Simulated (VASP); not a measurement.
# TiCuGeAs: single point with LDA

The system is TiCuGeAs.

```
Ti Cu Ge As
1.0
     3.64611    0.00000    0.00000
     0.00000    3.64611    0.00000
     0.00000    0.00000    9.26147
Ti Cu Ge As
2 2 2 2
Direct
  0.00000 0.50000 0.77650
  0.50000 0.00000 0.22350
  0.50000 0.50000 0.50000
  0.00000 0.00000 0.50000
  0.50000 0.50000 0.00000
  0.00000 0.00000 0.00000
  0.00000 0.50000 0.31223
  0.50000 0.00000 0.68777
```

```
Program                : VASP 6.6.1
Task                   : single point
Functional             : LDA
Potentials or basis    : VASP PAW LDA potentials, release 64 (Ti_sv, Cu, Ge_d, As)
Cutoff                 : 520 eV
k mesh                 : 7 × 7 × 3
Occupations            : methfessel-paxton, width 0.1 eV
Spin                   : no spin polarisation
Dipole correction      : no
Further INCAR settings : ALGO = Normal; EDIFF = 1e-07; NBANDS = 52
```

```yaml
Pressure: -8.4 GPa
Largest_force: 0.274 eV/Å
Band_gap_on_the_k_mesh: zero (bands 42 and 43 overlap by 0.12 eV)
```

Forces on the atoms (eV/Å):
```
Ti   0.000  0.000  0.075
Ti   0.000  0.000 -0.075
Cu   0.000  0.000  0.000
Cu   0.000  0.000  0.000
Ge   0.000  0.000  0.000
Ge   0.000  0.000  0.000
As   0.000  0.000  0.274
As   0.000  0.000 -0.274
```

Stress tensor (GPa, compression positive):
```
-8.76  0.00  0.00
 0.00 -8.76  0.00
 0.00  0.00 -7.55
```

Levels at points of the mesh, in eV from the Fermi level:
```csv
k point,band 40,band 41,band 42,band 43,band 44,band 45
"(0.00, 0.00, 0.00)",-1.46,-0.31,-0.31,0.37,0.57,0.58
```

Wall time 4.5 min on 1 thread of Oxide Virtual Turin-like Processor, on a shared host, peak memory 0.23 GiB.

Caveat: the cell stands under tension.
